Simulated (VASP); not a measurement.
Write the native input for VASP 6.6.1 that does the following.

| Quantity | Value |
| --- | --- |
| Task | relaxation of cell and atoms |
| Functional | r2SCAN |
| Potentials or basis | VASP PAW PBE potentials, release 64 (Cd, Te) |
| Cutoff | 600 eV |
| k mesh | 8 × 8 × 8 |
| Occupations | gaussian, width 0.01 eV |
| Spin | no spin polarisation |
| Target pressure | 2 GPa |
| Dipole correction | no |
| Further INCAR settings | ALGO = Normal; EDIFF = 1e-07; IBRION = 2; EDIFFG = -0.002; NSW = 100; ISIF = 3 |

Crystal: CdTe.

```
CELL_PARAMETERS angstrom
0.00000 3.27788 3.27788
3.27788 0.00000 3.27788
3.27788 3.27788 0.00000
ATOMIC_POSITIONS crystal
Cd 0.00000 0.00000 0.00000
Te 0.75000 0.75000 0.75000
```

One way to write it, as run:

POSCAR

```
CdTe
1.0
    0.0000000000      3.2778765323      3.2778765323
    3.2778765323      0.0000000000      3.2778765323
    3.2778765323      3.2778765323      0.0000000000
Cd Te
1 1
Direct
    0.0000000000      0.0000000000      0.0000000000
    0.7500000000      0.7500000000      0.7500000000
```

INCAR.step1

```
SYSTEM = CdTe
  ALGO = Normal
  EDIFF = 1E-4
  ENCUT = 600
  GGA = PE
  ISMEAR = 0
  LASPH = .TRUE.
  LCHARG = .FALSE.
  LREAL = .FALSE.
  LWAVE = .TRUE.
  NELM = 80
  PREC = Accurate
  SIGMA = 0.01
```

INCAR.step2

```
SYSTEM = CdTe
  ALGO = Normal
  EDIFF = 1E-7
  EDIFFG = -0.002
  ENCUT = 600
  IBRION = 2
  ISIF = 3
  ISMEAR = 0
  ISTART = 1
  LASPH = .TRUE.
  LCHARG = .FALSE.
  LMIXTAU = .TRUE.
  LREAL = .FALSE.
  LWAVE = .FALSE.
  METAGGA = R2SCAN
  NELM = 80
  NSW = 100
  PREC = Accurate
  PSTRESS = 20.0
  SIGMA = 0.01
```

KPOINTS

```
k-points
0
G
  8 8 8
  0 0 0
```

Potentials or basis: VASP PAW PBE potentials, release 64 (Cd, Te).

Command:

```console
$ cat potpaw_PBE.64/Cd/POTCAR potpaw_PBE.64/Te/POTCAR > POTCAR
$ cp INCAR.step1 INCAR
$ mpirun -np 1 vasp_std > vasp.out
$ cp INCAR.step2 INCAR
$ mpirun -np 1 vasp_std > vasp.out
```

It gave:

```json
{
  "Relaxed volume": "33.76 Å³/atom",
  "Relaxed cell": "a = 4.571 Å, b = 4.571 Å, c = 4.571 Å, α = 60.00°, β = 60.00°, γ = 60.00°",
  "Space group after relaxing (to 0.1 Å)": "F-43m (No. 216)",
  "Energy change on relaxing (the run minimises the enthalpy)": "+9.2 meV/atom",
  "Ionic steps": "16",
  "Pressure after relaxing": "2.0 GPa",
  "Band gap on the k mesh": "1.30 eV"
}
```

Caveat: the cell is relaxed towards a set pressure, so the run minimises the enthalpy, not the energy; the PAW data sets were made with another functional, which shifts forces and pressure a little; spin-orbit coupling is left out, which moves the levels of the heavy elements.

Run time: 12 min on 1 thread of AMD EPYC 9R45 (Zen 5), with other jobs on the host, peak memory 0.25 GiB.
